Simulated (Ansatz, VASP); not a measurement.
## SiC: VASP beside Ansatz

File INCAR:

```
SYSTEM = SiC
PREC = Accurate ; ENCUT = 520
EDIFF = 1E-6 ; ISMEAR = -1
SIGMA = 0.05 ; LREAL = .False.
LASPH = .True. ; NELM = 60
ALGO = Normal ; ISIF = 2
LWAVE = .False. ; LCHARG = .False.
GGA = PE ; NBANDS = 11
```

KPOINTS

```
Automatic mesh
0
Gamma
  13 13 13
  0 0 0
```

File POSCAR:

```
SiC
1.0
    0.0000000000      2.0022373133      2.0022373133
    2.0022373133      0.0000000000      2.0022373133
    2.0022373133      2.0022373133      0.0000000000
Si C
1 1
Direct
    0.0000000000      0.0000000000      0.0000000000
    0.5000000000      0.5000000000      0.5000000000
```

Input for Ansatz:

```yaml
crystal:
  lattice:
    - [0.0, 2.0022373133, 2.0022373133]
    - [2.0022373133, 0.0, 2.0022373133]
    - [2.0022373133, 2.0022373133, 0.0]
  atoms:
    - { symbol: Si, position: [0.0, 0.0, 0.0] }
    - { symbol: C, position: [0.5, 0.5, 0.5] }
kpoints:
  mp_grid: { grid: [13, 13, 13] }
scf:
  occupations: { method: fermi_dirac, width: 0.05 }
hamiltonian:
  xc: pbe
  pseudopotentials: { kind: all_electron, lapw: { basis_error: 0.00025 } }
output:
  forces: true
  stress: true
  eigenvalues: true
```

Change from the starting cell: volume scaled by 0.96.

Alike in both runs: task single point; functional PBE; k mesh 13 × 13 × 13; occupations fermi-dirac, width 0.05 eV; no spin polarisation.

|  | VASP | Ansatz |
| --- | --- | --- |
| version | VASP 6.6.1 | Ansatz 0.2.0 |
| potentials or method | VASP PAW PBE potentials, release 64 (Si, C), cutoff 520 eV | all-electron LAPW, scalar-relativistic |

```tsv
	VASP	Ansatz	Ansatz less VASP
pressure (GPa)	10.7	10.7	+0.04
```

Ansatz ran all-electron here, and VASP with PAW potentials.
